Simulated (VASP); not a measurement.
The system is C.

```
CELL_PARAMETERS angstrom
1.95000 0.00000 0.00000
0.00000 1.95000 0.00000
0.00000 0.00000 1.95000
ATOMIC_POSITIONS crystal
C 0.00000 0.00000 0.00000
```

```yaml
Program: VASP 6.6.1
Task: relaxation of cell and atoms
Functional: PBE
Potentials_or_basis: VASP PAW PBE potentials, release 64 (C)
Cutoff: 600 eV
k_mesh: 22 × 22 × 22
Occupations: gaussian, width 0.02 eV
Spin: no spin polarisation
```

At the start: pressure -51.2 GPa; volume 7.41 Å³/atom.

Q: How do energy, volume and symmetry change on relaxing?

A: Over 3 steps the energy falls by 383.8 meV/atom and the volume is 5.59 Å³/atom (-24.7 %); space group Pm-3m (No. 221, to 0.05 Å).

Step by step:
```
step  energy change (eV)  largest force (eV/Å)  pressure (GPa)  volume (Å³)
   1              0.0000                0.0000          -51.16         7.41
   2             -0.3407                0.0000           33.64         5.15
   3             -0.3838                0.0000            0.44         5.59
```

Final structure:
```
C
1.0
     1.77442    0.00000    0.00000
     0.00000    1.77442    0.00000
     0.00000    0.00000    1.77442
C
1
Cartesian
  0.0000 0.0000 0.0000
```

Caveat: the volume moved by over 15 % at a fixed basis, so the end points are rough.
